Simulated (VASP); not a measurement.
# Si in VASP: relaxation of the atoms with PBEsol

Aim: the relaxation of the atoms of Si with PBEsol.

Program: VASP 6.6.1. These are calculated values, not measurements. Logs are shortened: lines on timing, memory, paths and dates and some standing lists are left out, and cuts for length are marked.

### 1 The cell of the first run

The cell holds a slab with vacuum, 12 atoms: a = 3.840 Å, b = 5.431 Å, c = 27.601 Å, α = 90.00°, β = 90.00°, γ = 90.00°.

### 2 Relaxation of the atoms, PBEsol

INCAR

```
SYSTEM = Si
PREC = Accurate ; ENCUT = 520
EDIFF = 1E-7 ; ISMEAR = 0
SIGMA = 0.1 ; LREAL = .False.
LASPH = .True. ; NELM = 60
ALGO = Fast ; ISIF = 2
LWAVE = .False. ; LCHARG = .False.
LDIPOL = .True. ; IDIPOL = 3
DIPOL = 0.5 0.5 0.500 ; GGA = PS
IBRION = 2 ; NSW = 60
EDIFFG = -0.04 ; KPAR = 4
```

KPOINTS

```
regular mesh
0
Gamma
  7 5 1
  0 0 0
```

POSCAR

```
Si
1.0
    3.8402545000      0.0000000000      0.0000000000
    0.0000000000      5.4309400000      0.0000000000
    0.0000000000      0.0000000000     27.6006362294
Si
12
Selective dynamics
Direct
    0.5000000000      0.0000000000      0.3260794398  F F F
    0.0000000000      0.2500000000      0.3260794398  F F F
    0.0000000000      0.5000000000      0.3956476599  F F F
    0.5000000000      0.7500000000      0.3956476599  F F F
    0.5000000000      0.0000000000      0.4652158900  F F F
    0.0000000000      0.2500000000      0.4652158900  F F F
    0.0000000000      0.5000000000      0.5347841100  T T T
    0.5000000000      0.7500000000      0.5347841100  T T T
    0.5000000000      0.0000000000      0.6043523401  T T T
    0.0000000000      0.2500000000      0.6043523401  T T T
    0.0000000000      0.5000000000      0.6739205602  T T T
    0.5000000000      0.7500000000      0.6739205602  T T T
```

Potentials or basis: VASP PAW PBE potentials, release 64 (Si).

Launch:

```console
$ cat potpaw_PBE.64/Si/POTCAR > POTCAR
$ mpirun -np 4 vasp_std > vasp.out
```

OUTCAR:

```text
SYSTEM = Si
   PREC = Accurate
   ENCUT = 520
   EDIFF = 1E-7
   ISMEAR = 0
   LREAL = .False.
   LASPH = .True.
   NELM = 60
   ISIF = 2
   GGA = PS
   IBRION = 2
   NSW = 60
   EDIFFG = -0.04

 ion  position               nearest neighbor table
   1  0.500  0.000  0.326-   4 2.35   2 2.35   2 2.35
   2  0.000  0.250  0.326-   3 2.35   1 2.35   1 2.35
   3  0.000  0.500  0.396-   2 2.35   4 2.35   4 2.35   6 2.35
   4  0.500  0.750  0.396-   1 2.35   3 2.35   3 2.35   5 2.35
   5  0.500  0.000  0.465-   8 2.35   6 2.35   6 2.35   4 2.35
   6  0.000  0.250  0.465-   7 2.35   5 2.35   5 2.35   3 2.35
   7  0.000  0.500  0.535-   6 2.35   8 2.35   8 2.35  10 2.35
   8  0.500  0.750  0.535-   5 2.35   7 2.35   7 2.35   9 2.35
   9  0.500  0.000  0.604-  12 2.35  10 2.35  10 2.35   8 2.35
  10  0.000  0.250  0.604-  11 2.35   9 2.35   9 2.35   7 2.35
  11  0.000  0.500  0.674-  10 2.35  12 2.35  12 2.35
  12  0.500  0.750  0.674-   9 2.35  11 2.35  11 2.35

  LATTYP: Found a simple orthorhombic cell.
 ALAT       =     3.8402545000
 B/A-ratio  =     1.4142135632
 C/A-ratio  =     7.1871893463

  Lattice vectors:

 A1 = (   3.8402545000,   0.0000000000,   0.0000000000)
 A2 = (   0.0000000000,   5.4309400000,   0.0000000000)
 A3 = (   0.0000000000,   0.0000000000,  27.6006362294)

Analysis of symmetry for initial positions (statically):
=====================================================================
 Subroutine PRICEL returns:
 Original cell was already a primitive cell.

 Routine SETGRP: Setting up the symmetry group for a
 simple orthorhombic supercell.

 Subroutine GETGRP returns: Found  8 space group operations
 (whereof  2 operations were pure point group operations)
 out of a pool of  8 trial point group operations.

The static configuration has the point symmetry C_1h.
 The point group associated with its full space group is D_2h.

Analysis of symmetry for dynamics (positions and initial velocities):
=====================================================================
 Subroutine PRICEL returns:
 Original cell was already a primitive cell.

 Routine SETGRP: Setting up the symmetry group for a
 simple orthorhombic supercell.

 Subroutine GETGRP returns: Found  8 space group operations
 (whereof  2 operations were pure point group operations)
 out of a pool of  8 trial point group operations.

The dynamic configuration has the point symmetry C_1h.
 The point group associated with its full space group is D_2h.

Analysis of constrained symmetry for selective dynamics:
=====================================================================
 Subroutine PRICEL returns:
 Original cell was already a primitive cell.

 Routine SETGRP: Setting up the symmetry group for a
 simple orthorhombic supercell.

 Subroutine GETGRP returns: Found  4 space group operations
 (whereof  2 operations were pure point group operations)
 out of a pool of  8 trial point group operations.

The constrained configuration has the point symmetry C_1h.
 The point group associated with its full space group is C_2v.

 Subroutine INISYM returns: Found  4 space group operations
 (whereof  2 operations are pure point group operations),
 and found     1 'primitive' translations

----------------------------------------------------------------------------------------

                                     Primitive cell

  volume of cell :     575.6442

  direct lattice vectors                    reciprocal lattice vectors
     3.840254500  0.000000000  0.000000000     0.260399408  0.000000000  0.000000000
     0.000000000  5.430940000  0.000000000     0.000000000  0.184130187  0.000000000
     0.000000000  0.000000000 27.600636229     0.000000000  0.000000000  0.036231049

  length of vectors
[... 73 lines left out ...]
   total plane-waves  NPLWV = 252000
   dimension x,y,z NGX =    30 NGY =   40 NGZ =  210
   dimension x,y,z NGXF=    60 NGYF=   80 NGZF=  420
   ions per type =              12
   NGX,Y,Z   is equivalent  to a cutoff of  12.99, 12.24, 12.65 a.u.
   NGXF,Y,Z  is equivalent  to a cutoff of  25.97, 24.49, 25.30 a.u.
 SYSTEM =  Si
   PREC   = accura    normal or accurate (medium, high low for compatibility)
   ISTART =      0    job   : 0-new  1-cont  2-samecut
   ICHARG =      2    charge: 1-file 2-atom 10-const
   ISPIN  =      1    spin polarized calculation?
   LNONCOLLINEAR =      F non collinear calculations
   LSORBIT =      F    spin-orbit coupling
   LASPH  =      T    aspherical Exc in radial PAW
   ENCUT  =  520.0 eV  38.22 Ry    6.18 a.u.   7.14 10.10 51.32*2*pi/ulx,y,z
   NELM   =     60;   NELMIN=  2; NELMDL= -5     # of ELM steps
   EDIFF  = 0.1E-06   stopping-criterion for ELM
   LREAL  =      F    real-space projection
   EDIFFG = -.4E-01   stopping-criterion for IOM
   NSW    =     60    number of steps for IOM
   IBRION =      2    ionic relax: 0-MD 1-quasi-New 2-CG
   NFREE  =      1    steps in history (QN), initial steepest desc. (CG)
   ISIF   =      2    stress and relaxation
   ISYM   =      2    0-nonsym 1-usesym 2-fastsym
   POTIM  = 0.5000    time-step for ionic-motion
   TEBEG  =    0.0;   TEEND  =   0.0 temperature during run
   PSTRESS=    0.0 pullay stress
   NELECT =      48.0000    total number of electrons
   NUPDOWN=      -1.0000    fix difference up-down
   EMIN   =  10.00;   EMAX   =-10.00  energy-range for DOS
   EFERMI =   0.00;   METHOD = LEGACY
   ISMEAR =     0;   SIGMA  =   0.10  broadening in eV -4-tet -1-fermi 0-gaus
   EFERMI_NEDOS =   21; number of points for ismear=-14 and -15
   IALGO  =     68    algorithm
   IMIX   =      4    mixing-type and parameters
     AMIX     =   0.40;   BMIX     =  1.00
     AMIX_MAG =   1.60;   BMIX_MAG =  1.00
  volume/ion in A,a.u.               =      47.97       323.72
  Fermi-wavevector in a.u.,A,eV,Ry     =   0.715216  1.351562  6.959841  0.511534
  Thomas-Fermi vector in A             =   1.803319
   LORBIT       =      0    0 simple, 1 ext, 2 COOP (PROOUT), +10 PAW based schemes
   GGA     = PS    functional components
   LHFCALC =     F    Hartree Fock is set to
   AEXX    =    0.0000 exact exchange contribution
   IVDW    =     0    specifies the selected vdW correction
   LEPSILON=     F    determine dielectric tensor
   LRPA    =     F    only Hartree local field effects (RPA)
 conjugate gradient relaxation of ions
 non-spin polarized calculation
 RMM-DIIS sequential band-by-band and
 Gauss-broadening in eV      SIGMA  =   0.10
  energy-cutoff  :      520.00
  volume of cell :      575.64
 maximum number of plane-waves:     15557
 NGX is ok and might be reduce to    30
   NGX = 15   NGY = 21   NGZ =103

--------------------------------------- Ionic step        1  -------------------------------------------

 number of electron      47.9999999 magnetization

 Free energy of the ion-electron system (eV)
  ---------------------------------------------------
  ext. energy  EPLUGINS =         0.00000000
  ---------------------------------------------------
  free energy    TOTEN  =       -63.92207218 eV

  energy without entropy =      -63.87897151  energy(sigma->0) =      -63.90052184

------------------------ aborting loop because EDIFF is reached ----------------------------------------

  FORCE on cell =-STRESS in cart. coord.  units (eV):
  Direction    XX          YY          ZZ          XY          YZ          ZX
  --------------------------------------------------------------------------------------
  -------------------------------------------------------------------------------------
  Total       -1.6873927     -3.1523513     -1.2801995      0.0000000      0.0000000      0.0000000
  in kB       -4.6964818     -8.7738679     -3.5631501      0.0000000      0.0000000      0.0000000
  external PRESSURE =      -5.6778333 kB  Pullay stress =       0.0000000 kB
[... 119 lines left out ...]
  FREE ENERGIE OF THE ION-ELECTRON SYSTEM (eV)
  ---------------------------------------------------
  free  energy   TOTEN  =       -63.9666572504 eV

  energy  without entropy=      -63.9223817634  energy(sigma->0) =      -63.94451951

 dipolmoment           0.000000      0.000000      0.005135 electrons x Angstroem

[... ionic steps 4 to 12 ...]

--------------------------------------- Ionic step       13  -------------------------------------------

 number of electron      47.9999999 magnetization

------------------------ aborting loop because EDIFF is reached ----------------------------------------

 vacuum level on the upper side and lower side of the slab       (xc-potential included)        -0.170        -0.016

  FORCE on cell =-STRESS in cart. coord.  units (eV):
  Direction    XX          YY          ZZ          XY          YZ          ZX
  --------------------------------------------------------------------------------------
  -------------------------------------------------------------------------------------
  Total        0.6022873      1.2493873     -0.4702568      0.0000000      0.0000000      0.0000000
  in kB        1.6763327      3.4773913     -1.3088550      0.0000000      0.0000000      0.0000000
  external PRESSURE =       1.2816230 kB  Pullay stress =       0.0000000 kB
[... 79 lines left out ...]
--------------------------------------- Ionic step       15  -------------------------------------------

 number of electron      47.9999999 magnetization

 dipolmoment           0.000000      0.000000     -0.018319 electrons x Angstroem

 Free energy of the ion-electron system (eV)
  ---------------------------------------------------
  ext. energy  EPLUGINS =         0.00000000
  ---------------------------------------------------
  free energy    TOTEN  =       -64.00764798 eV

  energy without entropy =      -63.97230451  energy(sigma->0) =      -63.98997624

 E-fermi :  -0.4082     XC(G=0):  -4.5606

 val. band max:       -0.4109437520   @ k =   0.4286   0.2000   0.0000
 cond. band min:      -0.3393727695   @ k =   0.0000   0.4000   0.0000
 fundamental gap:      0.0715709825
 Fermi energy:        -0.4081926501

 k-point     1 :       0.0000    0.0000    0.0000
  band No.  band energies     occupation
      1     -12.3663      2.00000
      2     -11.7311      2.00000
      3     -10.7542      2.00000
      4      -9.6419      2.00000
      5      -8.7846      2.00000
      6      -8.4072      2.00000
[... 397 lines left out ...]
     30       2.4933      0.00000
     31       2.6324      0.00000

------------------------ aborting loop because EDIFF is reached ----------------------------------------

 vacuum level on the upper side and lower side of the slab       (xc-potential included)        -0.097         0.060

  FORCE on cell =-STRESS in cart. coord.  units (eV):
  Direction    XX          YY          ZZ          XY          YZ          ZX
  --------------------------------------------------------------------------------------
  -------------------------------------------------------------------------------------
  Total        0.7745083      1.3522247     -0.4996832      0.0000000      0.0000000      0.0000000
  in kB        2.1556714      3.7636164     -1.3907570      0.0000000      0.0000000      0.0000000
  external PRESSURE =       1.5095103 kB  Pullay stress =       0.0000000 kB
[... 27 lines left out ...]
  FREE ENERGIE OF THE ION-ELECTRON SYSTEM (eV)
  ---------------------------------------------------
  free  energy   TOTEN  =       -64.0076479781 eV

  energy  without entropy=      -63.9723045057  energy(sigma->0) =      -63.98997624

 reached required accuracy - stopping structural energy minimisation

 vacuum level on the upper side and lower side of the slab         4.349         4.509
```

Wall time 35 min (4 MPI ranks of Oxide Virtual Turin-like, shared host); peak memory 0.66 GiB.

Results:

```
Free energy               : -64.0076 eV
Energy gained by relaxing : 7.1 meV/atom
Ionic steps               : 15
Band gap on the k mesh    : zero (bands 24 and 25 overlap by 0.34 eV)
```

Step by step:
```
step  energy change (eV)  largest force on free atoms (eV/Å)  pressure (GPa)
   1              0.0000                              0.5583           -0.57
   2             -0.0304                              0.3569           -0.51
   3             -0.0446                              0.3075           -0.42
   4             -0.0618                              0.1841           -0.33
   5             -0.0646                              0.2516           -0.28
   6             -0.0728                              0.1064           -0.23
   7             -0.0741                              0.1058           -0.20
   8             -0.0761                              0.0572           -0.17
   9             -0.0768                              0.1127           -0.14
  10             -0.0784                              0.1052           -0.12
  11             -0.0821                              0.0828           -0.05
  12             -0.0841                              0.1531            0.11
  13             -0.0850                              0.1084            0.13
  14             -0.0855                              0.0490            0.16
  15             -0.0856                              0.0373            0.15
```

Final structure:
```
CELL_PARAMETERS angstrom
3.84025 0.00000 0.00000
0.00000 5.43094 0.00000
0.00000 0.00000 27.60064
ATOMIC_POSITIONS crystal
Si 0.50000 0.00000 0.32608
Si 0.00000 0.25000 0.32608
Si 0.00000 0.50000 0.39565
Si 0.50000 0.75000 0.39565
Si 0.50000 0.00000 0.46522
Si 0.00000 0.25000 0.46522
Si 0.00000 0.50142 0.53489
Si 0.50000 0.74858 0.53489
Si 0.50000 0.00646 0.60352
Si 0.00000 0.24354 0.60352
Si 0.00000 0.51470 0.66684
Si 0.50000 0.73530 0.66684
```

Caveat: the PAW data sets were made with another functional, which shifts forces and pressure a little.

The gap in the log of VASP goes by the Fermi energy; the results here count the filled bands.